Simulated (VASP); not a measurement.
# LiF (R32) in VASP: relaxation of cell and atoms with PBE

Aim: the relaxation of cell and atoms of LiF with PBE.

Program: VASP 6.6.1. These are calculated values, not measurements. Logs are shortened: lines on timing, memory, paths and dates and some standing lists are left out, and cuts for length are marked.

## (1) The cell of the first run

The structure is trigonal, space group R32 (No. 155). Conventional cell: a = 6.184 Å, b = 6.184 Å, c = 10.819 Å, α = 90.00°, β = 90.00°, γ = 120.00°. Within 2.6 Å of Li (site symmetry 3) lie 4 F at 1.85 to 1.87 Å and 3 Li at 2.52 Å. Li (site symmetry 2) has 4 F at 1.89 to 1.98 Å and 2 Li at 2.52 Å within 2.6 Å. F (site symmetry 3) has 4 Li at 1.85 to 1.89 Å within 2.5 Å. F (site symmetry 2) has 4 Li at 1.87 to 1.98 Å within 2.5 Å.

The cell was generated, and may not be a known phase.

## (2) Relaxation of cell and atoms, PBE

File INCAR:

```
SYSTEM = LiF
PREC = Accurate ; ENCUT = 600
EDIFF = 1E-7 ; ISMEAR = 0
SIGMA = 0.02 ; LREAL = .FALSE.
LASPH = .TRUE. ; NELM = 80
ALGO = Normal ; ISIF = 3
LWAVE = .FALSE. ; LCHARG = .FALSE.
GGA = PE ; IBRION = 2
NSW = 100 ; EDIFFG = -0.01
```

File KPOINTS:

```
Automatic mesh
0
G
  6 6 6
  0 0 0
```

File POSCAR:

```
LiF
1.0
    3.0917879401      1.7850445995      3.6064946995
   -3.0917879401      1.7850445995      3.6064946995
    0.0000000000     -3.5700891989      3.6064946995
Li F
5 5
Direct
    0.1778502721      0.1778502721      0.1778502721
    0.8221497279      0.8221497279      0.8221497279
    0.5957978843      0.0000000000      0.4042021157
    0.4042021157      0.5957978843      0.0000000000
    0.0000000000      0.4042021157      0.5957978843
    0.3485704917      0.3485704917      0.3485704917
    0.0855887644      0.5000000000      0.9144112356
    0.9144112356      0.0855887644      0.5000000000
    0.5000000000      0.9144112356      0.0855887644
    0.6514295083      0.6514295083      0.6514295083
```

Potentials or basis: VASP PAW PBE potentials, release 64 (Li_sv, F).

Command:

```
cat potpaw_PBE.64/Li_sv/POTCAR potpaw_PBE.64/F/POTCAR > POTCAR
mpirun -np 1 vasp_std > vasp.out
```

OUTCAR:

```text
SYSTEM = LiF
   PREC = Accurate
   ENCUT = 600
   EDIFF = 1E-7
   ISMEAR = 0
   LREAL = .FALSE.
   LASPH = .TRUE.
   NELM = 80
   ISIF = 3
   GGA = PE
   IBRION = 2
   NSW = 100
   EDIFFG = -0.01

 ion  position               nearest neighbor table
   1  0.178  0.178  0.178-   6 1.85   8 1.87   7 1.87   9 1.87   5 2.52   4 2.52   3 2.52
   2  0.822  0.822  0.822-  10 1.85   8 1.87   9 1.87   7 1.87   3 2.52   4 2.52   5 2.52
   3  0.596  0.000  0.404-  10 1.89   6 1.89   9 1.98   8 1.98   2 2.52   1 2.52
   4  0.404  0.596  0.000-   6 1.89  10 1.89   9 1.98   7 1.98   1 2.52   2 2.52
   5  0.000  0.404  0.596-   6 1.89  10 1.89   7 1.98   8 1.98   1 2.52   2 2.52
   6  0.349  0.349  0.349-   1 1.85   4 1.89   5 1.89   3 1.89
   7  0.086  0.500  0.914-   1 1.87   2 1.87   5 1.98   4 1.98
   8  0.914  0.086  0.500-   1 1.87   2 1.87   3 1.98   5 1.98
   9  0.500  0.914  0.086-   2 1.87   1 1.87   3 1.98   4 1.98
  10  0.651  0.651  0.651-   2 1.85   4 1.89   3 1.89   5 1.89

  LATTYP: Found a trigonal (rhomboedric) cell.
 ALAT       =     5.0746764337
 COS(alpha) =     0.2576090305

  Lattice vectors:

 A1 = (   3.0917879401,   1.7850445995,   3.6064946995)
 A2 = (  -3.0917879401,   1.7850445995,   3.6064946995)
 A3 = (   0.0000000000,  -3.5700891989,   3.6064946995)

Analysis of symmetry for initial positions (statically):
=====================================================================
 Subroutine PRICEL returns:
 Original cell was already a primitive cell.

 Routine SETGRP: Setting up the symmetry group for a
 trigonal (rhombohedral) supercell.

 Subroutine GETGRP returns: Found  6 space group operations
 (whereof  6 operations were pure point group operations)
 out of a pool of 12 trial point group operations.

The static configuration has the point symmetry D_3 .

Analysis of symmetry for dynamics (positions and initial velocities):
=====================================================================
 Subroutine PRICEL returns:
 Original cell was already a primitive cell.

 Routine SETGRP: Setting up the symmetry group for a
 trigonal (rhombohedral) supercell.

 Subroutine GETGRP returns: Found  6 space group operations
 (whereof  6 operations were pure point group operations)
 out of a pool of 12 trial point group operations.

The dynamic configuration has the point symmetry D_3 .

 Subroutine INISYM returns: Found  6 space group operations
 (whereof  6 operations are pure point group operations),
 and found     1 'primitive' translations

----------------------------------------------------------------------------------------

                                     Primitive cell

  volume of cell :     119.4250

  direct lattice vectors                    reciprocal lattice vectors
     3.091787940  1.785044599  3.606494699     0.161718724  0.093368349  0.092425849
    -3.091787940  1.785044599  3.606494699    -0.161718724  0.093368349  0.092425849
     0.000000000 -3.570089199  3.606494699     0.000000000 -0.186736697  0.092425849

  length of vectors
     5.074676434  5.074676434  5.074676434     0.208358181  0.208358181  0.208358181

  position of ions in fractional coordinates (direct lattice)
     0.177850272  0.177850272  0.177850272
     0.822149728  0.822149728  0.822149728
     0.595797884  0.000000000  0.404202116
     0.404202116  0.595797884  0.000000000
     0.000000000  0.404202116  0.595797884
     0.348570492  0.348570492  0.348570492
     0.085588764  0.500000000  0.914411236
     0.914411236  0.085588764  0.500000000
     0.500000000  0.914411236  0.085588764
     0.651429508  0.651429508  0.651429508

  ion indices of the primitive-cell ions
   primitive index   ion index
                 1           1
                 2           2
                 3           3
                 4           4
                 5           5
                 6           6
                 7           7
                 8           8
                 9           9
                10          10

----------------------------------------------------------------------------------------

 KPOINTS: Automatic mesh

Automatic generation of k-mesh.
 Grid dimensions read from file:
 generate k-points for:    6    6    6

 Generating k-lattice:

  Cartesian coordinates                     Fractional coordinates (reciprocal lattice)
     0.026953121  0.015561391  0.015404308     0.166666667  0.000000000  0.000000000
    -0.026953121  0.015561391  0.015404308     0.000000000  0.166666667  0.000000000
     0.000000000 -0.031122783  0.015404308     0.000000000  0.000000000  0.166666667

  Length of vectors
     0.034726364  0.034726364  0.034726364

  Shift w.r.t. Gamma in fractional coordinates (k-lattice)
     0.000000000  0.000000000  0.000000000

 Subroutine IBZKPT returns following result:
 ===========================================

 Found     32 irreducible k-points:

 Following reciprocal coordinates:
            Coordinates               Weight
  0.000000  0.000000  0.000000      1.000000
  0.166667 -0.000000  0.000000      6.000000
  0.333333  0.000000  0.000000      6.000000
  0.500000  0.000000  0.000000      3.000000
  0.166667  0.166667  0.000000      6.000000
  0.333333  0.166667  0.000000     12.000000
[... 16 lines left out ...]
  0.500000  0.500000  0.166667      6.000000
 -0.333333  0.500000  0.166667     12.000000
 [... further k-points ...]
   k-points           NKPTS =     32   k-points in BZ     NKDIM =     32   number of bands    NBANDS=     31
   number of dos      NEDOS =    301   number of ions     NIONS =     10
   total plane-waves  NPLWV =  74088
   dimension x,y,z NGX =    42 NGY =   42 NGZ =   42
   dimension x,y,z NGXF=    84 NGYF=   84 NGZF=   84
   ions per type =               5   5
   NGX,Y,Z   is equivalent  to a cutoff of  13.76, 13.76, 13.76 a.u.
   NGXF,Y,Z  is equivalent  to a cutoff of  27.52, 27.52, 27.52 a.u.
 SYSTEM =  LiF
   PREC   = accura    normal or accurate (medium, high low for compatibility)
   ISTART =      0    job   : 0-new  1-cont  2-samecut
   ICHARG =      2    charge: 1-file 2-atom 10-const
   ISPIN  =      1    spin polarized calculation?
   LNONCOLLINEAR =      F non collinear calculations
   LSORBIT =      F    spin-orbit coupling
   LASPH  =      T    aspherical Exc in radial PAW
   ENCUT  =  600.0 eV  44.10 Ry    6.64 a.u.  10.14 10.14 10.14*2*pi/ulx,y,z
   NELM   =     80;   NELMIN=  2; NELMDL= -5     # of ELM steps
   EDIFF  = 0.1E-06   stopping-criterion for ELM
   LREAL  =      F    real-space projection
   EDIFFG = -.1E-01   stopping-criterion for IOM
   NSW    =    100    number of steps for IOM
   IBRION =      2    ionic relax: 0-MD 1-quasi-New 2-CG
   NFREE  =      1    steps in history (QN), initial steepest desc. (CG)
   ISIF   =      3    stress and relaxation
   ISYM   =      2    0-nonsym 1-usesym 2-fastsym
   POTIM  = 0.5000    time-step for ionic-motion
   TEBEG  =    0.0;   TEEND  =   0.0 temperature during run
   PSTRESS=    0.0 pullay stress
   NELECT =      50.0000    total number of electrons
   NUPDOWN=      -1.0000    fix difference up-down
   EMIN   =  10.00;   EMAX   =-10.00  energy-range for DOS
   EFERMI =   0.00;   METHOD = LEGACY
   ISMEAR =     0;   SIGMA  =   0.02  broadening in eV -4-tet -1-fermi 0-gaus
   EFERMI_NEDOS =   21; number of points for ismear=-14 and -15
   IALGO  =     38    algorithm
   IMIX   =      4    mixing-type and parameters
     AMIX     =   0.40;   BMIX     =  1.00
     AMIX_MAG =   1.60;   BMIX_MAG =  1.00
  volume/ion in A,a.u.               =      11.94        80.59
  Fermi-wavevector in a.u.,A,eV,Ry     =   1.224709  2.314365 20.407558  1.499913
  Thomas-Fermi vector in A             =   2.359774
   LORBIT       =      0    0 simple, 1 ext, 2 COOP (PROOUT), +10 PAW based schemes
   GGA     = PE    functional components
   LHFCALC =     F    Hartree Fock is set to
   AEXX    =    0.0000 exact exchange contribution
   IVDW    =     0    specifies the selected vdW correction
   LEPSILON=     F    determine dielectric tensor
   LRPA    =     F    only Hartree local field effects (RPA)
 conjugate gradient relaxation of ions
 non-spin polarized calculation
 Gauss-broadening in eV      SIGMA  =   0.02
  energy-cutoff  :      600.00
  volume of cell :      119.43
 maximum number of plane-waves:      4022
 NGX is ok and might be reduce to    42
   NGX = 21   NGY = 21   NGZ = 21

--------------------------------------- Ionic step        1  -------------------------------------------

 number of electron      50.0000013 magnetization

 Free energy of the ion-electron system (eV)
  ---------------------------------------------------
  ext. energy  EPLUGINS =         0.00000000
  ---------------------------------------------------
  free energy    TOTEN  =       -47.04615032 eV

  energy without entropy =      -47.04615032  energy(sigma->0) =      -47.04615032

------------------------ aborting loop because EDIFF is reached ----------------------------------------

  FORCE on cell =-STRESS in cart. coord.  units (eV):
  Direction    XX          YY          ZZ          XY          YZ          ZX
  --------------------------------------------------------------------------------------
  -------------------------------------------------------------------------------------
  Total       -0.1574635     -0.1574635     -0.1841644      0.0000000     -0.0000000     -0.0000000
  in kB       -2.1124920     -2.1124920     -2.4707056      0.0000000     -0.0000000     -0.0000000
  external PRESSURE =      -2.2318965 kB  Pullay stress =       0.0000000 kB
[... 117 lines left out ...]
  energy  without entropy=      -47.0467507668  energy(sigma->0) =      -47.04675077

--------------------------------------- Ionic step        4  -------------------------------------------

 number of electron      50.0000003 magnetization

 Free energy of the ion-electron system (eV)
  ---------------------------------------------------
  ext. energy  EPLUGINS =         0.00000000
  ---------------------------------------------------
  free energy    TOTEN  =       -47.04683374 eV

  energy without entropy =      -47.04683374  energy(sigma->0) =      -47.04683374

 E-fermi :  -2.6926     XC(G=0):  -7.9029

 val. band max:       -2.8529536014   @ k =   0.0000   0.0000   0.0000
 cond. band min:       3.2761852583   @ k =   0.0000   0.0000   0.0000
 fundamental gap:      6.1291388597
 Fermi energy:        -2.6926171602

 k-point     1 :       0.0000    0.0000    0.0000
  band No.  band energies     occupation
      1     -44.1659      2.00000
      2     -44.1458      2.00000
      3     -44.1458      2.00000
      4     -43.9584      2.00000
      5     -43.9568      2.00000
      6     -22.5382      2.00000
[... 805 lines left out ...]
     30       9.1617      0.00000
     31       9.7383      0.00000

 [... further k-points ...]

------------------------ aborting loop because EDIFF is reached ----------------------------------------

  FORCE on cell =-STRESS in cart. coord.  units (eV):
  Direction    XX          YY          ZZ          XY          YZ          ZX
  --------------------------------------------------------------------------------------
  -------------------------------------------------------------------------------------
  Total        0.0328800      0.0328800     -0.0098157      0.0000000     -0.0000000      0.0000000
  in kB        0.4439582      0.4439582     -0.1325348      0.0000000     -0.0000000      0.0000000
  external PRESSURE =       0.2517939 kB  Pullay stress =       0.0000000 kB
[... 25 lines left out ...]
  FREE ENERGIE OF THE ION-ELECTRON SYSTEM (eV)
  ---------------------------------------------------
  free  energy   TOTEN  =       -47.0468337359 eV

  energy  without entropy=      -47.0468337359  energy(sigma->0) =      -47.04683374

 reached required accuracy - stopping structural energy minimisation
```

Run time: 5.9 min. Hardware: 1 thread of Intel Xeon Platinum 8488C (Sapphire Rapids), shared host; peak memory 0.31 GiB.

What came out:

```yaml
Free_energy: -47.0468 eV
Relaxed_volume: 11.87 Å³/atom
Relaxed_cell: a = 5.063 Å, b = 5.063 Å, c = 5.063 Å, α = 75.10°, β = 75.10°, γ = 75.10°
Space_group_after_relaxing_to_0.1_Å: R32 (No. 155)
Energy_gained_by_relaxing: 0.1 meV/atom
Ionic_steps: 4
Pressure_after_relaxing: 0.0 GPa
Largest_force_after_relaxing: 0.009 eV/Å
Band_gap_on_the_k_mesh: 6.13 eV
```

Forces on the atoms (eV/Å):
```
Li   0.000  0.000 -0.009
Li   0.000  0.000  0.009
Li   0.001  0.001  0.000
Li  -0.001  0.000  0.000
Li   0.001 -0.001  0.000
F    0.000  0.000  0.007
F   -0.001 -0.002  0.000
F    0.002  0.000  0.000
F   -0.001  0.002  0.000
F    0.000  0.000 -0.007
```

The path:
| step | energy change (eV) | largest force (eV/Å) | pressure (GPa) | volume (Å³) |
| --- | --- | --- | --- | --- |
| 1 | 0.0000 | 0.0264 | -0.22 | 119.43 |
| 2 | -0.0004 | 0.0248 | -0.13 | 119.14 |
| 3 | -0.0006 | 0.0219 | 0.03 | 118.68 |
| 4 | -0.0007 | 0.0094 | 0.03 | 118.66 |

Final structure:
```
Li F
1.0
     3.08573    1.78155    3.59744
    -3.08573    1.78155    3.59744
     0.00000   -3.56309    3.59744
Li F
5 5
Direct
  0.17738 0.17738 0.17738
  0.82262 0.82262 0.82262
  0.59607 0.00000 0.40393
  0.40393 0.59607 0.00000
  0.00000 0.40393 0.59607
  0.34857 0.34857 0.34857
  0.08551 0.50000 0.91449
  0.91449 0.08551 0.50000
  0.50000 0.91449 0.08551
  0.65143 0.65143 0.65143
```

Caveat: the cutoff is under 1.25 times the usual one of these potentials, so pressure, stress and relaxed cells hold a basis-set (Pulay) error.
